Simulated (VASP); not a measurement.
Wanted: the native input for a VASP 6.6.1 run.

| Quantity | Value |
| --- | --- |
| Task | single point |
| Functional | r2SCAN |
| Potentials or basis | VASP PAW PBE potentials, release 64 (K_sv, Cl) |
| Cutoff | 520 eV |
| k mesh | 8 × 8 × 8 |
| Occupations | gaussian, width 0.01 eV |
| Spin | no spin polarisation |
| Dipole correction | no |
| Further INCAR settings | ALGO = Normal; EDIFF = 1e-06; NBANDS = 15 |

KCl:

```
K Cl
1.0
     0.00000    3.12912    3.12912
     3.12912    0.00000    3.12912
     3.12912    3.12912    0.00000
K Cl
1 1
Cartesian
  0.0000 0.0000 0.0000
  3.1291 3.1291 3.1291
```

This cell differs from its parent crystal: strain -0.5%.

The input as run:

POSCAR

```
KCl
1.0
    0.0000000000      3.1291240680      3.1291240680
    3.1291240680      0.0000000000      3.1291240680
    3.1291240680      3.1291240680      0.0000000000
K Cl
1 1
Direct
    0.0000000000      0.0000000000      0.0000000000
    0.5000000000      0.5000000000      0.5000000000
```

INCAR.step1

```
SYSTEM = KCl
ALGO = Normal ; EDIFF = 1E-4
ENCUT = 520 ; GGA = PE
ISMEAR = 0 ; LASPH = .True.
LCHARG = .False. ; LREAL = .False.
LWAVE = .True. ; NBANDS = 15
NELM = 60 ; PREC = Accurate
SIGMA = 0.01
```

INCAR.step2

```
SYSTEM = KCl
ALGO = Normal ; EDIFF = 1E-6
ENCUT = 520 ; ISIF = 2
ISMEAR = 0 ; ISTART = 1
LASPH = .True. ; LCHARG = .False.
LMIXTAU = .True. ; LREAL = .False.
LWAVE = .False. ; METAGGA = R2SCAN
NBANDS = 15 ; NELM = 60
PREC = Accurate ; SIGMA = 0.01
```

KPOINTS

```
k-points
0
Gamma
  8 8 8
  0 0 0
```

Potentials or basis: VASP PAW PBE potentials, release 64 (K_sv, Cl).

Launch:

```sh
$ cat potpaw_PBE.64/K_sv/POTCAR potpaw_PBE.64/Cl/POTCAR > POTCAR
$ cp INCAR.step1 INCAR
$ mpirun -np 1 vasp_std > vasp.out
$ cp INCAR.step2 INCAR
$ mpirun -np 1 vasp_std > vasp.out
```

Results of the run:

| Item | Value |
| --- | --- |
| Pressure | 0.3 GPa |
| Band gap on the k mesh | 5.89 eV |

Caveat: the cell differs from its parent crystal (strain -0.5%); the PAW data sets were made with another functional, which shifts forces and pressure a little.

Wall time 2.4 min on 1 thread of Intel Xeon 8259CL (shared host), peak memory 0.23 GiB.
